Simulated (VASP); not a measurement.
BN, 4 atoms in the cell. Symmetry: P6_3/mmc, No. 194, hexagonal system. Conventional cell: a = 2.437 Å, b = 2.437 Å, c = 6.302 Å, α = 90.00°, β = 90.00°, γ = 120.00°. B (site symmetry -6m2) has 3 N at 1.41 Å within 1.9 Å. Within 1.9 Å of N (site symmetry -6m2) lie 3 B at 1.41 Å. 

- Program: VASP 6.6.1
- Task: relaxation of cell and atoms
- Functional: PBE
- Potentials or basis: VASP PAW PBE potentials, release 64 (B, N)
- Cutoff: 600 eV
- k mesh: 12 × 12 × 4
- Occupations: gaussian, width 0.02 eV
- Spin: no spin polarisation
- Target pressure: 12 GPa
- Dipole correction: no
- Further INCAR settings: ALGO = Normal; EDIFF = 1e-07; IBRION = 2; EDIFFG = -0.008; NSW = 70; ISIF = 3

Potentials or basis: VASP PAW PBE potentials, release 64 (B, N).

Launch:

```bash
$ cat potpaw_PBE.64/B/POTCAR potpaw_PBE.64/N/POTCAR > POTCAR
$ mpirun -np 1 vasp_std > vasp.out
```

Hardware: 1 thread of Intel Xeon 6975P-C, on a shared host.

**Question.** Estimate the wall time of this run.

**Answer.** Run time: 82 s on 1 thread of Intel Xeon 6975P-C, with other jobs on the host, peak memory 0.16 GiB. Counts: scf iterations 80, k points 57, ion steps 9.
